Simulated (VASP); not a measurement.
# ZnO (Pmmn) in VASP: single point with PBE

Aim: the single point of ZnO with PBE.

Everything below comes from runs of VASP 6.6.1. Logs are shortened: lines on timing, memory, paths and dates and some standing lists are left out, and cuts for length are marked.

### 1 The cell of the first run

Symmetry: Pmmn, No. 59, orthorhombic system. Conventional cell: a = 3.350 Å, b = 10.152 Å, c = 4.752 Å, α = 90.00°, β = 90.00°, γ = 90.00°. Within 2.6 Å of Zn (site symmetry m) lie 4 O at 1.97 to 2.03 Å. Zn (site symmetry mm2) has 4 O at 1.98 to 2.02 Å within 2.6 Å. Within 2.6 Å of O (site symmetry mm2) lie 4 Zn at 1.97 to 2.02 Å. O (site symmetry m) has 4 Zn at 1.98 to 2.03 Å within 2.6 Å.

### 2 Single point, PBE

The input, INCAR:

```
  ALGO = Normal
  EDIFF = 1E-7
  ENCUT = 520
  GGA = PE
  ISIF = 2
  ISMEAR = 0
  LASPH = True
  LCHARG = False
  LREAL = False
  LWAVE = False
  NBANDS = 66
  NELM = 60
  PREC = Accurate
  SIGMA = 0.1
```

The input, KPOINTS:

```
k-points
0
Gamma
  6 2 4
```

The input, POSCAR:

```
ZnO
1.0
    3.3499669000      0.0000000000      0.0000000000
    0.0000000000     10.1516797000      0.0000000000
    0.0000000000      0.0000000000      4.7518169000
Zn O
6 6
Direct
    0.5000000000      0.8514680000      0.1074890000
    0.5000000000      0.1485320000      0.1074890000
    0.0000000000      0.0000000000      0.6113090000
    0.5000000000      0.5000000000      0.3886910000
    0.0000000000      0.3514680000      0.8925110000
    0.0000000000      0.6485320000      0.8925110000
    0.5000000000      0.0000000000      0.3743340000
    0.0000000000      0.8480420000      0.8719630000
    0.0000000000      0.1519580000      0.8719630000
    0.5000000000      0.3480420000      0.1280370000
    0.5000000000      0.6519580000      0.1280370000
    0.0000000000      0.5000000000      0.6256660000
```

Potentials or basis: VASP PAW PBE potentials, release 64 (Zn, O).

Launch:

```bash
> cat potpaw_PBE.64/Zn/POTCAR potpaw_PBE.64/O/POTCAR > POTCAR
> mpirun -np 1 vasp_std > vasp.out
```

OUTCAR:

```text
EDIFF = 1E-7
   ENCUT = 520
   GGA = PE
   ISIF = 2
   ISMEAR = 0
   LASPH = True
   LREAL = False
   NELM = 60
   PREC = Accurate

 ion  position               nearest neighbor table
   1  0.500  0.851  0.107-   7 1.97   8 2.01   8 2.01  11 2.03   6 2.84   6 2.84   2 3.02
   2  0.500  0.149  0.107-   7 1.97   9 2.01   9 2.01  10 2.03   5 2.84   5 2.84   1 3.02
   3  0.000  0.000  0.611-   8 1.98   9 1.98   7 2.02   7 2.02
   4  0.500  0.500  0.389-  10 1.98  11 1.98  12 2.02  12 2.02
   5  0.000  0.351  0.893-  12 1.97  10 2.01  10 2.01   9 2.03   2 2.84   2 2.84   6 3.02
   6  0.000  0.649  0.893-  12 1.97  11 2.01  11 2.01   8 2.03   1 2.84   1 2.84   5 3.02
   7  0.500  0.000  0.374-   1 1.97   2 1.97   3 2.02   3 2.02
   8  0.000  0.848  0.872-   3 1.98   1 2.01   1 2.01   6 2.03
   9  0.000  0.152  0.872-   3 1.98   2 2.01   2 2.01   5 2.03
  10  0.500  0.348  0.128-   4 1.98   5 2.01   5 2.01   2 2.03
  11  0.500  0.652  0.128-   4 1.98   6 2.01   6 2.01   1 2.03
  12  0.000  0.500  0.626-   5 1.97   6 1.97   4 2.02   4 2.02

  LATTYP: Found a simple orthorhombic cell.
 ALAT       =     3.3499669000
 B/A-ratio  =     1.4184668213
 C/A-ratio  =     3.0303820912

  Lattice vectors:

 A1 = (  -3.3499669000,   0.0000000000,   0.0000000000)
 A2 = (   0.0000000000,   0.0000000000,   4.7518169000)
 A3 = (   0.0000000000,  10.1516797000,   0.0000000000)

Analysis of symmetry for initial positions (statically):
=====================================================================
 Subroutine PRICEL returns:
 Original cell was already a primitive cell.

 Routine SETGRP: Setting up the symmetry group for a
 simple orthorhombic supercell.

 Subroutine GETGRP returns: Found  8 space group operations
 (whereof  4 operations were pure point group operations)
 out of a pool of  8 trial point group operations.

The static configuration has the point symmetry C_2v.
 The point group associated with its full space group is D_2h.

Analysis of symmetry for dynamics (positions and initial velocities):
=====================================================================
 Subroutine PRICEL returns:
 Original cell was already a primitive cell.

 Routine SETGRP: Setting up the symmetry group for a
 simple orthorhombic supercell.

 Subroutine GETGRP returns: Found  8 space group operations
 (whereof  4 operations were pure point group operations)
 out of a pool of  8 trial point group operations.

The dynamic configuration has the point symmetry C_2v.
 The point group associated with its full space group is D_2h.

 Subroutine INISYM returns: Found  8 space group operations
 (whereof  4 operations are pure point group operations),
 and found     1 'primitive' translations

----------------------------------------------------------------------------------------

                                     Primitive cell

  volume of cell :     161.5988

  direct lattice vectors                    reciprocal lattice vectors
     3.349966900  0.000000000  0.000000000     0.298510412  0.000000000  0.000000000
     0.000000000 10.151679700  0.000000000     0.000000000  0.098505866  0.000000000
     0.000000000  0.000000000  4.751816900     0.000000000  0.000000000  0.210445819

  length of vectors
     3.349966900 10.151679700  4.751816900     0.298510412  0.098505866  0.210445819

  position of ions in fractional coordinates (direct lattice)
     0.500000000  0.851468000  0.107489000
     0.500000000  0.148532000  0.107489000
     0.000000000  0.000000000  0.611309000
     0.500000000  0.500000000  0.388691000
     0.000000000  0.351468000  0.892511000
     0.000000000  0.648532000  0.892511000
     0.500000000  0.000000000  0.374334000
     0.000000000  0.848042000  0.871963000
     0.000000000  0.151958000  0.871963000
     0.500000000  0.348042000  0.128037000
     0.500000000  0.651958000  0.128037000
     0.000000000  0.500000000  0.625666000

  ion indices of the primitive-cell ions
   primitive index   ion index
                 1           1
                 2           2
                 3           3
                 4           4
                 5           5
                 6           6
                 7           7
                 8           8
                 9           9
                10          10
                11          11
                12          12

----------------------------------------------------------------------------------------

 KPOINTS: k-points

Automatic generation of k-mesh.
 Grid dimensions read from file:
 generate k-points for:    6    2    4

 Generating k-lattice:

  Cartesian coordinates                     Fractional coordinates (reciprocal lattice)
     0.049751735  0.000000000  0.000000000     0.166666667  0.000000000  0.000000000
     0.000000000  0.049252933  0.000000000     0.000000000  0.500000000  0.000000000
     0.000000000  0.000000000  0.052611455     0.000000000  0.000000000  0.250000000

  Length of vectors
     0.049751735  0.049252933  0.052611455

  Shift w.r.t. Gamma in fractional coordinates (k-lattice)
     0.000000000  0.000000000  0.000000000

 Subroutine IBZKPT returns following result:
 ===========================================

 Found     24 irreducible k-points:

 Following reciprocal coordinates:
            Coordinates               Weight
  0.000000  0.000000  0.000000      1.000000
  0.166667  0.000000  0.000000      2.000000
  0.333333  0.000000  0.000000      2.000000
  0.500000  0.000000  0.000000      1.000000
  0.000000  0.500000  0.000000      1.000000
  0.166667  0.500000  0.000000      2.000000
[... 16 lines left out ...]
  0.333333  0.500000  0.500000      2.000000
  0.500000  0.500000  0.500000      1.000000
   k-points           NKPTS =     24   k-points in BZ     NKDIM =     24   number of bands    NBANDS=     66
   number of dos      NEDOS =    301   number of ions     NIONS =     12
   total plane-waves  NPLWV =  80640
   dimension x,y,z NGX =    28 NGY =   80 NGZ =   36
   dimension x,y,z NGXF=    56 NGYF=  160 NGZF=   72
   ions per type =               6   6
   NGX,Y,Z   is equivalent  to a cutoff of  13.90, 13.10, 12.59 a.u.
   NGXF,Y,Z  is equivalent  to a cutoff of  27.79, 26.20, 25.19 a.u.
 SYSTEM =  unknown system
   PREC   = accura    normal or accurate (medium, high low for compatibility)
   ISTART =      0    job   : 0-new  1-cont  2-samecut
   ICHARG =      2    charge: 1-file 2-atom 10-const
   ISPIN  =      1    spin polarized calculation?
   LNONCOLLINEAR =      F non collinear calculations
   LSORBIT =      F    spin-orbit coupling
   LASPH  =      T    aspherical Exc in radial PAW
   ENCUT  =  520.0 eV  38.22 Ry    6.18 a.u.   6.23 18.88  8.84*2*pi/ulx,y,z
   NELM   =     60;   NELMIN=  2; NELMDL= -5     # of ELM steps
   EDIFF  = 0.1E-06   stopping-criterion for ELM
   LREAL  =      F    real-space projection
   EDIFFG = 0.1E-05   stopping-criterion for IOM
   NSW    =      0    number of steps for IOM
   IBRION =     -1    ionic relax: 0-MD 1-quasi-New 2-CG
   NFREE  =      0    steps in history (QN), initial steepest desc. (CG)
   ISIF   =      2    stress and relaxation
   ISYM   =      2    0-nonsym 1-usesym 2-fastsym
   POTIM  = 0.5000    time-step for ionic-motion
   TEBEG  =    0.0;   TEEND  =   0.0 temperature during run
   PSTRESS=    0.0 pullay stress
   NELECT =     108.0000    total number of electrons
   NUPDOWN=      -1.0000    fix difference up-down
   EMIN   =  10.00;   EMAX   =-10.00  energy-range for DOS
   EFERMI =   0.00;   METHOD = LEGACY
   ISMEAR =     0;   SIGMA  =   0.10  broadening in eV -4-tet -1-fermi 0-gaus
   EFERMI_NEDOS =   21; number of points for ismear=-14 and -15
   IALGO  =     38    algorithm
   IMIX   =      4    mixing-type and parameters
     AMIX     =   0.40;   BMIX     =  1.00
     AMIX_MAG =   1.60;   BMIX_MAG =  1.00
  volume/ion in A,a.u.               =      13.47        90.88
  Fermi-wavevector in a.u.,A,eV,Ry     =   1.431320  2.704802 27.873938  2.048677
  Thomas-Fermi vector in A             =   2.551069
   LORBIT       =      0    0 simple, 1 ext, 2 COOP (PROOUT), +10 PAW based schemes
   GGA     = PE    functional components
   LHFCALC =     F    Hartree Fock is set to
   AEXX    =    0.0000 exact exchange contribution
   IVDW    =     0    specifies the selected vdW correction
   LEPSILON=     F    determine dielectric tensor
   LRPA    =     F    only Hartree local field effects (RPA)
 non-spin polarized calculation
 Gauss-broadening in eV      SIGMA  =   0.10
  energy-cutoff  :      520.00
  volume of cell :      161.60
 maximum number of plane-waves:      4376
 NGX is ok and might be reduce to    28
   NGX = 13   NGY = 37   NGZ = 17

 number of electron     107.9999989 magnetization

 Free energy of the ion-electron system (eV)
  ---------------------------------------------------
  ext. energy  EPLUGINS =         0.00000000
  ---------------------------------------------------
  free energy    TOTEN  =       -52.49439478 eV

  energy without entropy =      -52.49439478  energy(sigma->0) =      -52.49439478

 E-fermi :   0.6759     XC(G=0): -10.0970

 val. band max:        0.2574249814   @ k =   0.0000   0.0000   0.0000
 cond. band min:       1.1067211647   @ k =   0.0000   0.0000   0.0000
 fundamental gap:      0.8492961834
 Fermi energy:         0.6759472954

 k-point     1 :       0.0000    0.0000    0.0000
  band No.  band energies     occupation
      1     -17.4585      2.00000
      2     -17.2670      2.00000
      3     -16.9065      2.00000
      4     -16.7792      2.00000
      5     -16.4217      2.00000
      6     -16.3274      2.00000
[... 58 lines left out ...]
     65       9.9464      0.00000
     66      10.7319      0.00000

 k-point     2 :       0.1667    0.0000    0.0000
  band No.  band energies     occupation
      1     -17.3682      2.00000
      2     -17.2060      2.00000
      3     -16.8266      2.00000
      4     -16.7474      2.00000
      5     -16.4297      2.00000
      6     -16.3208      2.00000
[... 58 lines left out ...]
     65       9.9395      0.00000
     66      10.3175      0.00000

 k-point     3 :       0.3333    0.0000    0.0000
  band No.  band energies     occupation
      1     -17.1628      2.00000
      2     -17.0781      2.00000
      3     -16.6750      2.00000
      4     -16.6342      2.00000
      5     -16.4773      2.00000
      6     -16.3369      2.00000
[... 1438 lines left out ...]
     65       9.2102      0.00000
     66       9.2258      0.00000

 k-point    24 :       0.5000    0.5000    0.5000
  band No.  band energies     occupation
      1     -17.0164      2.00000
      2     -17.0164      2.00000
      3     -16.5789      2.00000
      4     -16.5789      2.00000
      5     -16.4328      2.00000
      6     -16.4328      2.00000
[... 58 lines left out ...]
     65       8.4654      0.00000
     66       8.4654      0.00000

------------------------ aborting loop because EDIFF is reached ----------------------------------------

  FORCE on cell =-STRESS in cart. coord.  units (eV):
  Direction    XX          YY          ZZ          XY          YZ          ZX
  --------------------------------------------------------------------------------------
  -------------------------------------------------------------------------------------
  Total        0.8511955      0.9857452      0.7471363      0.0000000      0.0000000      0.0000000
  in kB        8.4392093      9.7732079      7.4075114      0.0000000      0.0000000      0.0000000
  external PRESSURE =       8.5399762 kB  Pullay stress =       0.0000000 kB

 VOLUME and BASIS-vectors are now :
 -----------------------------------------------------------------------------
  energy-cutoff  :      520.00
  volume of cell :      161.60
      direct lattice vectors                 reciprocal lattice vectors
     3.349966900  0.000000000  0.000000000     0.298510412  0.000000000  0.000000000
     0.000000000 10.151679700  0.000000000     0.000000000  0.098505866  0.000000000
     0.000000000  0.000000000  4.751816900     0.000000000  0.000000000  0.210445819

 POSITION                                       TOTAL-FORCE (eV/Angst)
 -----------------------------------------------------------------------------------
      1.67498      8.64383      0.51077         0.000000      0.008599      0.014985
      1.67498      1.50785      0.51077         0.000000     -0.008599      0.014985
      0.00000      0.00000      2.90483        -0.000000      0.000000     -0.017257
      1.67498      5.07584      1.84699        -0.000000      0.000000      0.017257
      0.00000      3.56799      4.24105         0.000000      0.008599     -0.014985
      0.00000      6.58369      4.24105         0.000000     -0.008599     -0.014985
      1.67498      0.00000      1.77877        -0.000000      0.000000      0.031273
      0.00000      8.60905      4.14341        -0.000000      0.002726     -0.026525
      0.00000      1.54263      4.14341        -0.000000     -0.002726     -0.026525
      1.67498      3.53321      0.60841        -0.000000      0.002726      0.026525
      1.67498      6.61847      0.60841        -0.000000     -0.002726      0.026525
      0.00000      5.07584      2.97305        -0.000000      0.000000     -0.031273
 -----------------------------------------------------------------------------------
    total drift:                                0.000000     -0.000000      0.000000

  FREE ENERGIE OF THE ION-ELECTRON SYSTEM (eV)
  ---------------------------------------------------
  free  energy   TOTEN  =       -52.4943947817 eV

  energy  without entropy=      -52.4943947816  energy(sigma->0) =      -52.49439478
```

Run time: 7.5 min. Hardware: 1 thread of Intel Xeon Platinum 8375C at 2.90GHz (Ice Lake), shared host; peak memory 0.36 GiB.

What came out:

| Property | Result |
| --- | --- |
| Free energy | -52.4944 eV |
| Pressure | 0.9 GPa |
| Largest force | 0.031 eV/Å |
| Band gap on the k mesh | 0.85 eV, direct |

Forces in eV/Å, atoms in the order of the input:
```
Zn   0.000  0.009  0.015
Zn   0.000 -0.009  0.015
Zn   0.000  0.000 -0.017
Zn   0.000  0.000  0.017
Zn   0.000  0.009 -0.015
Zn   0.000 -0.009 -0.015
O    0.000  0.000  0.031
O    0.000  0.003 -0.027
O    0.000 -0.003 -0.027
O    0.000  0.003  0.027
O    0.000 -0.003  0.027
O    0.000  0.000 -0.031
```

Expect the measured gap to be larger: semilocal functionals such as PBE lack the derivative discontinuity.
